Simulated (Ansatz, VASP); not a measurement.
**One calculation of In6O, two programs**

```xyz
7
Lattice="5.7050 0.0000 0.0000 -2.8525 4.9407 0.0000 0.0000 0.0000 6.3981" Properties=species:S:1:pos:R:3 pbc="T T T"
In    1.9151    0.0000    1.5838
In   -0.9576    1.6585    1.5838
In    1.8949    3.2821    1.5838
In    1.9151    0.0000    4.8143
In   -0.9576    1.6585    4.8143
In    1.8949    3.2821    4.8143
O     0.0000    0.0000    0.0000
```

Alike in both runs: functional PBE; k mesh 4 × 4 × 2; occupations gaussian, width 0.2 eV; no spin polarisation.

Ansatz relaxed the structure, and its values are those at the end. VASP's run is a single point on that final structure, the one shown.

|  | VASP | Ansatz |
| --- | --- | --- |
| version | VASP 6.6.1 | Ansatz 0.2.0 |
| potentials or method | VASP PAW PBE potentials, release 64 (In_d, O), cutoff 600 eV | scalar-relativistic, plane waves, PAW |
| valence electrons in the cell | 84 | 84 |

```tsv
	VASP	Ansatz	Ansatz less VASP
gap on the k mesh at the Fermi level (eV)	none	none	-
pressure (GPa)	0.1	0.1	+0.01
rms of the force components (eV/Å)	0.016	0.012	-0.0040
```

A gap of «none» marks a metal or a gap that the smearing closes. The functional is the same, so the differences come from potentials, cutoffs and numerics.

The k mesh is coarse, so the values compare programs but aren't converged.
